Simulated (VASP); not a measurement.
The system is Ce.

```xyz
1
Lattice="0.0000 2.5806 2.5806 2.5806 0.0000 2.5806 2.5806 2.5806 0.0000" Properties=species:S:1:pos:R:3 pbc="T T T"
Ce    0.0000    0.0000    0.0000
```

```yaml
Program: VASP 6.6.1
Task: relaxation of cell and atoms
Functional: BLYP
Potentials_or_basis: VASP PAW PBE potentials, release 64 (Ce)
Cutoff: 600 eV
k_mesh: 11 × 11 × 11
Occupations: fermi-dirac, width 0.1 eV
Spin: no spin polarisation
```

At the start: pressure -2.8 GPa; volume 34.37 Å³/atom.

Q: How do energy, volume and symmetry change on relaxing?

A: Over 3 steps the energy falls by 38.5 meV/atom and the volume is 30.45 Å³/atom (-11.4 %); space group Fm-3m (No. 225, to 0.1 Å) before and after.

Step by step:
| step | energy change (eV) | largest force (eV/Å) | pressure (GPa) | volume (Å³) |
| --- | --- | --- | --- | --- |
| 1 | 0.0000 | 0.0000 | -2.84 | 34.37 |
| 2 | -0.0356 | 0.0000 | -0.90 | 31.42 |
| 3 | -0.0385 | 0.0000 | -0.04 | 30.45 |

Final structure:
```yaml
crystal:
  lattice:
    - [0.00000, 2.47861, 2.47861]
    - [2.47861, 0.00000, 2.47861]
    - [2.47861, 2.47861, 0.00000]
  atoms:
    - { symbol: Ce, position: [0.00000, 0.00000, 0.00000] }
```

Caveat: the PAW data sets were made with another functional, which shifts forces and pressure a little; semilocal functionals describe open f shells poorly, which spoils levels, moments and volumes.
